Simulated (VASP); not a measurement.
# Zn2SeS in VASP: a series of runs, part 2 of 2

VASP 6.6.1.

**3. Single point, PBE**

This run uses another cell than the first one.

File INCAR:

```
SYSTEM = Zn2SeS
ALGO = Normal
DIPOL = 0.5 0.5 0.295
EDIFF = 1E-7
ENCUT = 520
GGA = PE
IDIPOL = 3
ISIF = 2
ISMEAR = 0
LASPH = .True.
LCHARG = .True.
LDIPOL = .True.
LELF = .True.
LREAL = .False.
LVACPOTAV = .True.
LVHAR = .True.
LWAVE = .False.
NBANDS = 26
NELM = 60
PREC = Accurate
SIGMA = 0.1
```

File KPOINTS:

```
k-points
0
Gamma
  6 6 1
  0 0 0
```

File POSCAR:

```
Zn2SeS
1.0
    4.0024337418     -0.0000002967      0.0000000000
   -2.0012166139      3.4662094458      0.0000000000
    0.0000000000      0.0000000000     30.4067200000
Zn Se S
2 1 1
Direct
    0.3333333333      0.6666666667      0.3251636842
    0.6666666667      0.3333333333      0.2604122250
    0.6666666667      0.3333333333      0.3498882087
    0.3333333333      0.6666666667      0.2425649494
```

Potentials or basis: VASP PAW PBE potentials, release 64 (Zn, Se, S).

On the command line:

```console
$ cat potpaw_PBE.64/Zn/POTCAR potpaw_PBE.64/Se/POTCAR potpaw_PBE.64/S/POTCAR > POTCAR
$ mpirun -np 1 vasp_std > vasp.out
```

OUTCAR:

```text
SYSTEM = Zn2SeS
   EDIFF = 1E-7
   ENCUT = 520
   GGA = PE
   ISIF = 2
   ISMEAR = 0
   LASPH = .True.
   LREAL = .False.
   NELM = 60
   PREC = Accurate

 ion  position               nearest neighbor table
   1  0.333  0.667  0.325-   3 2.43   3 2.43   3 2.43   4 2.51   2 3.04   2 3.04   2 3.04
   2  0.667  0.333  0.260-   4 2.37   4 2.37   4 2.37   3 2.72   1 3.04   1 3.04   1 3.04
   3  0.667  0.333  0.350-   1 2.43   1 2.43   1 2.43   2 2.72
   4  0.333  0.667  0.243-   2 2.37   2 2.37   2 2.37   1 2.51

  LATTYP: Found a hexagonal cell.
 ALAT       =     4.0024337418
 C/A-ratio  =     7.5970576808

  Lattice vectors:

 A1 = (   4.0024337418,  -0.0000002967,   0.0000000000)
 A2 = (  -2.0012166139,   3.4662094458,   0.0000000000)
 A3 = (   0.0000000000,   0.0000000000,  30.4067200000)

Analysis of symmetry for initial positions (statically):
=====================================================================
 Subroutine PRICEL returns:
 Original cell was already a primitive cell.

 Routine SETGRP: Setting up the symmetry group for a
 hexagonal supercell.

 Subroutine GETGRP returns: Found  6 space group operations
 (whereof  6 operations were pure point group operations)
 out of a pool of 24 trial point group operations.

The static configuration has the point symmetry C_3v.

Analysis of symmetry for dynamics (positions and initial velocities):
=====================================================================
 Subroutine PRICEL returns:
 Original cell was already a primitive cell.

 Routine SETGRP: Setting up the symmetry group for a
 hexagonal supercell.

 Subroutine GETGRP returns: Found  6 space group operations
 (whereof  6 operations were pure point group operations)
 out of a pool of 24 trial point group operations.

The dynamic configuration has the point symmetry C_3v.

 Subroutine INISYM returns: Found  6 space group operations
 (whereof  6 operations are pure point group operations),
 and found     1 'primitive' translations

[... 105 lines left out ...]
   GGA     = PE    functional components
   LHFCALC =     F    Hartree Fock is set to
   AEXX    =    0.0000 exact exchange contribution
   IVDW    =     0    specifies the selected vdW correction
   LEPSILON=     F    determine dielectric tensor
   LRPA    =     F    only Hartree local field effects (RPA)
 non-spin polarized calculation
 Gauss-broadening in eV      SIGMA  =   0.10
  energy-cutoff  :      520.00
  volume of cell :      421.84
 maximum number of plane-waves:     11403
 NGX is ok and might be reduce to    30
   NGX = 15   NGY = 15   NGZ =113

 number of electron      36.0000026 magnetization

 dipolmoment           0.000000      0.000000      0.015110 electrons x Angstroem

 Free energy of the ion-electron system (eV)
  ---------------------------------------------------
  ext. energy  EPLUGINS =         0.00000000
  ---------------------------------------------------
  free energy    TOTEN  =       -12.34101984 eV

  energy without entropy =      -12.34101984  energy(sigma->0) =      -12.34101984

 E-fermi :  -3.8571     XC(G=0):  -2.2606

 val. band max:       -4.3083720358   @ k =   0.0000   0.0000   0.0000
 cond. band min:      -2.5655760877   @ k =   0.0000   0.0000   0.0000
 fundamental gap:      1.7427959481
 Fermi energy:        -3.8571117623

 k-point     1 :       0.0000    0.0000    0.0000
  band No.  band energies     occupation
      1     -17.2340      2.00000
      2     -16.6074      2.00000
      3     -11.0031      2.00000
      4     -11.0031      2.00000
      5     -10.7437      2.00000
      6     -10.7437      2.00000
[... 192 lines left out ...]
     25       3.9798      0.00000
     26       4.5622      0.00000

------------------------ aborting loop because EDIFF is reached ----------------------------------------

 vacuum level on the upper side and lower side of the slab       (xc-potential included)        -0.015        -0.139

  FORCE on cell =-STRESS in cart. coord.  units (eV):
  Direction    XX          YY          ZZ          XY          YZ          ZX
  --------------------------------------------------------------------------------------
  -------------------------------------------------------------------------------------
  Total        0.1131534      0.1131534      0.1224551      0.0000000     -0.0000000     -0.0000000
  in kB        0.4297636      0.4297636      0.4650920      0.0000000     -0.0000000     -0.0000000
  external PRESSURE =       0.4415397 kB  Pullay stress =       0.0000000 kB

 VOLUME and BASIS-vectors are now :
 -----------------------------------------------------------------------------
  energy-cutoff  :      520.00
  volume of cell :      421.84
      direct lattice vectors                 reciprocal lattice vectors
     4.002433742 -0.000000297  0.000000000     0.249847994  0.144249782  0.000000000
    -2.001216614  3.466209446  0.000000000     0.000000021  0.288499601  0.000000000
     0.000000000  0.000000000 30.406720000     0.000000000  0.000000000  0.032887467

 POSITION                                       TOTAL-FORCE (eV/Angst)
 -----------------------------------------------------------------------------------
      0.00000      2.31081      9.88716         0.000000      0.000000     -0.010651
      2.00122      1.15540      7.91828        -0.000000      0.000000      0.015275
      2.00122      1.15540     10.63895        -0.000000      0.000000      0.046273
      0.00000      2.31081      7.37560         0.000000      0.000000     -0.050898
 -----------------------------------------------------------------------------------
    total drift:                                0.000001      0.000000     -0.000823

  FREE ENERGIE OF THE ION-ELECTRON SYSTEM (eV)
  ---------------------------------------------------
  free  energy   TOTEN  =       -12.3410198444 eV

  energy  without entropy=      -12.3410198444  energy(sigma->0) =      -12.34101984

 vacuum level on the upper side and lower side of the slab         1.642         1.445
```

stdout:

```text
POSCAR found type information on POSCAR ZnSeS
 POSCAR found :  3 types and       4 ions
 scaLAPACK will be used
 LDA part: xc-table for (Slater+PW92), standard interpolation
 POSCAR, INCAR and KPOINTS ok, starting setup
 FFT: planning ... GRIDC
 FFT: planning ... GRID_SOFT
 FFT: planning ... GRID
 WAVECAR not read
 entering main loop
```

Wall time 7 min (1 thread of Intel Xeon 8259CL, shared host); peak memory 0.54 GiB.

What came out:

| Quantity | Value |
| --- | --- |
| Free energy | -12.3410 eV |
| Largest force | 0.051 eV/Å |
| Band gap on the k mesh | 1.74 eV |
| Ionisation potential of the upper face | 5.95 eV |

Forces in eV/Å, atoms in the order of the input:
```
Zn   0.000  0.000 -0.011
Zn   0.000  0.000  0.015
Se   0.000  0.000  0.046
S    0.000  0.000 -0.051
```

Levels at points of the mesh, in eV from the valence-band top:
```csv
k point,band 14,band 15,band 16,band 17,band 18,band 19,band 20,band 21,band 22,band 23
"(0.00, 0.00, 0.00)",-1.06,-1.06,-0.65,0.00,0.00,1.74,2.42,5.30,5.43,5.91
"(0.50, 0.00, 0.00)",-4.25,-2.33,-2.17,-1.05,-0.91,2.95,3.77,4.29,5.68,7.43
```

**4. Single point, PBE**

This run uses another cell than the first one.

File INCAR:

```
SYSTEM = Zn2SeS
  ALGO = Normal
  DIPOL = 0.5 0.5 0.295
  EDIFF = 1E-6
  ENCUT = 520
  GGA = PE
  IDIPOL = 3
  ISIF = 2
  ISMEAR = 0
  LASPH = .TRUE.
  LCHARG = .FALSE.
  LDIPOL = .TRUE.
  LREAL = .FALSE.
  LWAVE = .FALSE.
  NBANDS = 26
  NELM = 80
  PREC = Accurate
  SIGMA = 0.02
```

File KPOINTS:

```
k-points
0
G
  12 12 1
  0 0 0
```

File POSCAR:

```
Zn2SeS
1.0
    3.9992146511     -0.0000002965      0.0000000000
   -1.9996070688      3.4634216313      0.0000000000
    0.0000000000      0.0000000000     30.4067200000
Zn Se S
2 1 1
Direct
    0.3333333333      0.6666666667      0.3251403543
    0.6666666667      0.3333333333      0.2604516639
    0.6666666667      0.3333333333      0.3500672223
    0.3333333333      0.6666666667      0.2423698267
```

Potentials or basis: VASP PAW PBE potentials, release 64 (Zn, Se, S).

On the command line:

```console
$ cat potpaw_PBE.64/Zn/POTCAR potpaw_PBE.64/Se/POTCAR potpaw_PBE.64/S/POTCAR > POTCAR
$ mpirun -np 1 vasp_std > vasp.out
```

OUTCAR:

```text
SYSTEM = Zn2SeS
   EDIFF = 1E-6
   ENCUT = 520
   GGA = PE
   ISIF = 2
   ISMEAR = 0
   LASPH = .TRUE.
   LREAL = .FALSE.
   NELM = 80
   PREC = Accurate

 ion  position               nearest neighbor table
   1  0.333  0.667  0.325-   3 2.43   3 2.43   3 2.43   4 2.52   2 3.03   2 3.03   2 3.03
   2  0.667  0.333  0.260-   4 2.37   4 2.37   4 2.37   3 2.72   1 3.03   1 3.03   1 3.03
   3  0.667  0.333  0.350-   1 2.43   1 2.43   1 2.43   2 2.72
   4  0.333  0.667  0.242-   2 2.37   2 2.37   2 2.37   1 2.52

  LATTYP: Found a hexagonal cell.
 ALAT       =     3.9992146511
 C/A-ratio  =     7.6031727858

  Lattice vectors:

 A1 = (   3.9992146511,  -0.0000002965,   0.0000000000)
 A2 = (  -1.9996070688,   3.4634216313,   0.0000000000)
 A3 = (   0.0000000000,   0.0000000000,  30.4067200000)

Analysis of symmetry for initial positions (statically):
=====================================================================
 Subroutine PRICEL returns:
 Original cell was already a primitive cell.

 Routine SETGRP: Setting up the symmetry group for a
 hexagonal supercell.

 Subroutine GETGRP returns: Found  6 space group operations
 (whereof  6 operations were pure point group operations)
[... 170 lines left out ...]
 Fermi energy:        -4.1568097119

 k-point     1 :       0.0000    0.0000    0.0000
  band No.  band energies     occupation
      1     -17.2328      2.00000
      2     -16.6131      2.00000
      3     -11.0021      2.00000
      4     -11.0021      2.00000
      5     -10.7430      2.00000
      6     -10.7430      2.00000
[... 540 lines left out ...]
     25       3.9818      0.00000
     26       4.5802      0.00000

------------------------ aborting loop because EDIFF is reached ----------------------------------------

 vacuum level on the upper side and lower side of the slab       (xc-potential included)         0.087        -0.100

  FORCE on cell =-STRESS in cart. coord.  units (eV):
  Direction    XX          YY          ZZ          XY          YZ          ZX
  --------------------------------------------------------------------------------------
  -------------------------------------------------------------------------------------
  Total        0.1069613      0.1069613      0.0500383     -0.0000000      0.0000000      0.0000000
  in kB        0.4068999      0.4068999      0.1903545     -0.0000000      0.0000000      0.0000000
  external PRESSURE =       0.3347181 kB  Pullay stress =       0.0000000 kB

 VOLUME and BASIS-vectors are now :
 -----------------------------------------------------------------------------
  energy-cutoff  :      520.00
  volume of cell :      421.16
      direct lattice vectors                 reciprocal lattice vectors
     3.999214651 -0.000000296  0.000000000     0.250049105  0.144365893  0.000000000
    -1.999607069  3.463421631  0.000000000     0.000000021  0.288731823  0.000000000
     0.000000000  0.000000000 30.406720000     0.000000000  0.000000000  0.032887467

 POSITION                                       TOTAL-FORCE (eV/Angst)
 -----------------------------------------------------------------------------------
      0.00000      2.30895      9.88645         0.000000      0.000000     -0.011891
      1.99961      1.15447      7.91948         0.000000     -0.000000      0.009689
      1.99961      1.15447     10.64440         0.000000     -0.000000      0.026412
      0.00000      2.30895      7.36967        -0.000000     -0.000000     -0.024210
 -----------------------------------------------------------------------------------
    total drift:                                0.000001      0.000000     -0.000846

  FREE ENERGIE OF THE ION-ELECTRON SYSTEM (eV)
  ---------------------------------------------------
  free  energy   TOTEN  =       -12.3467153561 eV

  energy  without entropy=      -12.3467153561  energy(sigma->0) =      -12.34671536

 vacuum level on the upper side and lower side of the slab         1.635         1.446
```

OSZICAR:

```text
N       E                     dE             d eps       ncg     rms          rms(c)
DAV:   1     0.213102145482E+03    0.21310E+03   -0.13476E+04  1004   0.106E+03
DAV:   2     0.148572504930E+02   -0.19824E+03   -0.19280E+03  1230   0.233E+02
DAV:   3    -0.122799156226E+02   -0.27137E+02   -0.26923E+02  1250   0.840E+01
DAV:   4    -0.131409893864E+02   -0.86107E+00   -0.85899E+00  1228   0.159E+01
[... 12 lines left out ...]
DAV:  17    -0.123466922130E+02   -0.17753E-04   -0.75941E-07   940   0.620E-03    0.166E-03
DAV:  18    -0.123467040118E+02   -0.11799E-04   -0.41574E-07   936   0.710E-03    0.723E-04
DAV:  19    -0.123467126313E+02   -0.86196E-05   -0.26232E-07   902   0.200E-03    0.836E-04
DAV:  20    -0.123467145353E+02   -0.19040E-05   -0.41720E-08   988   0.120E-03    0.211E-04
DAV:  21    -0.123467153561E+02   -0.82075E-06   -0.91284E-09   922   0.771E-04
   1 F= -.12346715E+02 E0= -.12346715E+02  d E =-.125899E-27
```

It took 12 min on 1 thread of Intel Xeon 8259CL, shared host; peak memory 0.64 GiB.

What came out:

```
Free energy            : -12.3467 eV
Largest force          : 0.026 eV/Å
Band gap on the k mesh : 1.75 eV
```

Forces in eV/Å, atoms in the order of the input:
```
Zn   0.000  0.000 -0.012
Zn   0.000  0.000  0.010
Se   0.000  0.000  0.026
S    0.000  0.000 -0.024
```

Levels at points of the mesh, in eV from the valence-band top:
```tsv
k point	band 16	band 17	band 18	band 19	band 20	band 21
(0.00, 0.00, 0.00)	-0.66	0.00	0.00	1.75	2.43	5.31
(0.50, 0.00, 0.00)	-2.18	-1.05	-0.93	2.96	3.76	4.27
```

**5. Single point, PBE**

This run uses another cell than the first one.

File INCAR:

```
PREC     = Accurate       # precision mode
ENCUT    = 520            # plane-wave cutoff, eV
EDIFF    = 1E-7           # SCF threshold, eV
ISMEAR   = 0              # smearing method
SIGMA    = 0.02           # smearing width, eV
LREAL    = False          # projectors in reciprocal space
LASPH    = True           # aspherical terms in the spheres
NELM     = 80             # most SCF steps
ALGO     = Normal         # electronic algorithm
ISIF     = 2              # what is computed and relaxed
LWAVE    = False          # write WAVECAR
LCHARG   = False          # write CHGCAR
LDIPOL   = True         
IDIPOL   = 3            
DIPOL    = 0.5 0.5 0.295
GGA      = PE             # functional
NBANDS   = 26             # bands
```

File KPOINTS:

```
regular mesh
0
Gamma
  12 12 1
```

File POSCAR:

```
Zn2SeS
1.0
    4.0024337418     -0.0000002967      0.0000000000
   -2.0012166139      3.4662094458      0.0000000000
    0.0000000000      0.0000000000     30.4067200000
Zn Se S
2 1 1
Direct
    0.3333333333      0.6666666667      0.3251636842
    0.6666666667      0.3333333333      0.2604122250
    0.6666666667      0.3333333333      0.3498882087
    0.3333333333      0.6666666667      0.2425649494
```

Potentials or basis: VASP PAW PBE potentials, release 64 (Zn, Se, S).

On the command line:

```console
$ cat potpaw_PBE.64/Zn/POTCAR potpaw_PBE.64/Se/POTCAR potpaw_PBE.64/S/POTCAR > POTCAR
$ mpirun -np 1 vasp_std > vasp.out
```

OUTCAR:

```text
PREC = Accurate
   ENCUT = 520
   EDIFF = 1E-7
   ISMEAR = 0
   LREAL = False
   LASPH = True
   NELM = 80
   ISIF = 2
   GGA = PE

 ion  position               nearest neighbor table
   1  0.333  0.667  0.325-   3 2.43   3 2.43   3 2.43   4 2.51   2 3.04   2 3.04   2 3.04
   2  0.667  0.333  0.260-   4 2.37   4 2.37   4 2.37   3 2.72   1 3.04   1 3.04   1 3.04
   3  0.667  0.333  0.350-   1 2.43   1 2.43   1 2.43   2 2.72
   4  0.333  0.667  0.243-   2 2.37   2 2.37   2 2.37   1 2.51

  LATTYP: Found a hexagonal cell.
 ALAT       =     4.0024337418
 C/A-ratio  =     7.5970576808
[... 747 lines left out ...]
  -------------------------------------------------------------------------------------
  Total        0.0978387      0.0978387      0.1323951      0.0000000      0.0000000     -0.0000000
  in kB        0.3715974      0.3715974      0.5028450      0.0000000      0.0000000     -0.0000000
  external PRESSURE =       0.4153466 kB  Pullay stress =       0.0000000 kB

 VOLUME and BASIS-vectors are now :
 -----------------------------------------------------------------------------
  energy-cutoff  :      520.00
  volume of cell :      421.84
      direct lattice vectors                 reciprocal lattice vectors
     4.002433742 -0.000000297  0.000000000     0.249847994  0.144249782  0.000000000
    -2.001216614  3.466209446  0.000000000     0.000000021  0.288499601  0.000000000
     0.000000000  0.000000000 30.406720000     0.000000000  0.000000000  0.032887467

 POSITION                                       TOTAL-FORCE (eV/Angst)
 -----------------------------------------------------------------------------------
      0.00000      2.31081      9.88716        -0.000000     -0.000000     -0.008091
      2.00122      1.15540      7.91828        -0.000000     -0.000000      0.014033
      2.00122      1.15540     10.63895         0.000000     -0.000000      0.047687
      0.00000      2.31081      7.37560        -0.000000      0.000000     -0.053629
 -----------------------------------------------------------------------------------
    total drift:                                0.000001      0.000000     -0.000825

  FREE ENERGIE OF THE ION-ELECTRON SYSTEM (eV)
  ---------------------------------------------------
  free  energy   TOTEN  =       -12.3464442389 eV

  energy  without entropy=      -12.3464442389  energy(sigma->0) =      -12.34644424

 vacuum level on the upper side and lower side of the slab         1.633         1.436
```

OSZICAR:

```text
N       E                     dE             d eps       ncg     rms          rms(c)
DAV:   1     0.213291018321E+03    0.21329E+03   -0.13445E+04   996   0.105E+03
DAV:   2     0.147573005304E+02   -0.19853E+03   -0.19322E+03  1236   0.236E+02
DAV:   3    -0.122008874070E+02   -0.26958E+02   -0.26771E+02  1194   0.846E+01
DAV:   4    -0.131399471634E+02   -0.93906E+00   -0.93722E+00  1260   0.166E+01
[... 17 lines left out ...]
DAV:  22    -0.123464433994E+02   -0.43401E-06   -0.25752E-09   962   0.516E-04    0.102E-04
DAV:  23    -0.123464439531E+02   -0.55368E-06   -0.74732E-09   920   0.507E-04    0.128E-04
DAV:  24    -0.123464440653E+02   -0.11221E-06   -0.20410E-10   966   0.429E-04    0.385E-05
DAV:  25    -0.123464442302E+02   -0.16491E-06   -0.19336E-09   886   0.146E-04    0.469E-05
DAV:  26    -0.123464442389E+02   -0.87580E-08    0.97136E-10   990   0.720E-05
   1 F= -.12346444E+02 E0= -.12346444E+02  d E =-.282166E-25
```

stdout:

```text
POSCAR found type information on POSCAR ZnSeS
 POSCAR found :  3 types and       4 ions
 scaLAPACK will be used
 LDA part: xc-table for (Slater+PW92), standard interpolation
 POSCAR, INCAR and KPOINTS ok, starting setup
 FFT: planning ... GRIDC
 FFT: planning ... GRID_SOFT
 FFT: planning ... GRID
 WAVECAR not read
 entering main loop
```

Wall time 14 min (1 thread of Intel Xeon 8259CL, shared host); peak memory 0.6 GiB.

Results:

```
Free energy            : -12.3464 eV
Largest force          : 0.054 eV/Å
Band gap on the k mesh : 1.74 eV
```

Forces on the atoms (eV/Å):
```
Zn   0.000  0.000 -0.008
Zn   0.000  0.000  0.014
Se   0.000  0.000  0.048
S    0.000  0.000 -0.054
```

Levels at points of the mesh, in eV from the valence-band top:
```
           k point  band 15  band 16  band 17  band 18  band 19  band 20  band 21  band 22
(0.00, 0.00, 0.00)    -1.06    -0.65     0.00     0.00     1.74     2.42     5.30     5.44
(0.50, 0.00, 0.00)    -2.33    -2.17    -1.05    -0.91     2.95     3.78     4.30     5.68
```

**6. Overview**

```tsv
cell	k mesh	smearing	gap on the mesh (eV)	largest force (eV/Å)
a = 4.049, b = 4.049, c = 18.000 Å, angles 90.0, 90.0, 120.0°, 4 atoms, atomic positions A	6 × 6 × 1	gaussian 0.1 eV	1.72	0.26
a = 4.002, b = 4.002, c = 30.407 Å, angles 90.0, 90.0, 120.0°, 4 atoms, atomic positions B	6 × 6 × 1	gaussian 0.1 eV	1.74	0.05
a = 3.999, b = 3.999, c = 30.407 Å, angles 90.0, 90.0, 120.0°, 4 atoms, atomic positions C	12 × 12 × 1	gaussian 0.02 eV	1.75	0.03
a = 4.002, b = 4.002, c = 30.407 Å, angles 90.0, 90.0, 120.0°, 4 atoms, atomic positions B	12 × 12 × 1	gaussian 0.02 eV	1.74	0.05
```

Alike in all rows: task single point; level PBE; potentials or basis VASP PAW PBE potentials, release 64 (Zn, Se, S); no spin polarisation; cutoff (eV) 520.

Total energies depend on the potentials used, so only differences within one code and one set of settings carry meaning.
